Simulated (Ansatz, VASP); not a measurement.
# Two plane-wave programs on WSe2

INCAR

```
SYSTEM = WSe2
  ALGO = Normal
  EDIFF = 1E-6
  ENCUT = 520
  GGA = PE
  ISIF = 2
  ISMEAR = 0
  IVDW = 12
  LASPH = .True.
  LCHARG = .True.
  LELF = .True.
  LREAL = .False.
  LVHAR = .True.
  LWAVE = .False.
  NBANDS = 20
  NELM = 100
  PREC = Accurate
  SIGMA = 0.05
```

KPOINTS

```
k-points
0
Gamma
  9 9 4
  0 0 0
```

The input POSCAR:

```
WSe2
1.0
    3.3795566996      0.0000000000      0.0000000000
   -1.6897783498      2.9267819554      0.0000000000
    0.0000000000      0.0000000000      6.5948669437
W Se
1 2
Direct
    0.0000000000      0.0000000000      0.0000000000
    0.3333333333      0.6666666667      0.2405528385
    0.3333333333      0.6666666667      0.7594471615
```

Input for Ansatz:

```yaml
crystal:
  lattice:
    - [3.3795566996, 0.0, 0.0]
    - [-1.6897783498, 2.9267819554, 0.0]
    - [0.0, 0.0, 6.5948669437]
  atoms:
    - { symbol: W, position: [0.0, 0.0, 0.0] }
    - { symbol: Se, position: [0.3333333333, 0.6666666667, 0.2405528385] }
    - { symbol: Se, position: [0.3333333333, 0.6666666667, 0.7594471615] }
basis:
  ecutwfc: 420
kpoints:
  mp_grid: { grid: [9, 9, 4] }
hamiltonian:
  xc: pbe
  pseudopotentials: { kind: paw, azcp: { folder: soft_1 } }
  dispersion: d3bj
scf:
  occupations: { method: gaussian, width: 0.05 }
output:
  forces: true
  stress: true
  eigenvalues: true
```

Alike in both runs: task single point; functional PBE; dispersion D3(BJ); k mesh 9 × 9 × 4; occupations gaussian, width 0.05 eV; no spin polarisation.

|  | VASP | Ansatz |
| --- | --- | --- |
| version | VASP 6.6.1 | Ansatz 0.2.0 |
| potentials or method | VASP PAW PBE potentials, release 64 (W_sv, Se), cutoff 520 eV | scalar-relativistic, plane waves, PAW |
| valence electrons in the cell | 26 | 46 |

|  | VASP | Ansatz | Ansatz less VASP |
| --- | --- | --- | --- |
| gap on the k mesh at the Fermi level (eV) | 0.44 | 0.45 | +0.010 |
| least direct gap on the mesh (eV) | 1.15 | 1.16 | +0.004 |
| pressure (GPa) | 2.0 | 1.7 | -0.33 |
| traceless stress, the component that is largest in VASP (GPa) | 8.95 | 8.87 | -0.073 |
| rms of the force components (eV/Å) | 0.499 | 0.474 | -0.0247 |

Atom by atom the forces differ by 0.025 eV/Å (rms over components). VASP's potentials hold 26 valence electrons a cell and Ansatz's 46, so a difference there can come from the potentials and not from the codes.

Neither program's run includes spin-orbit coupling.
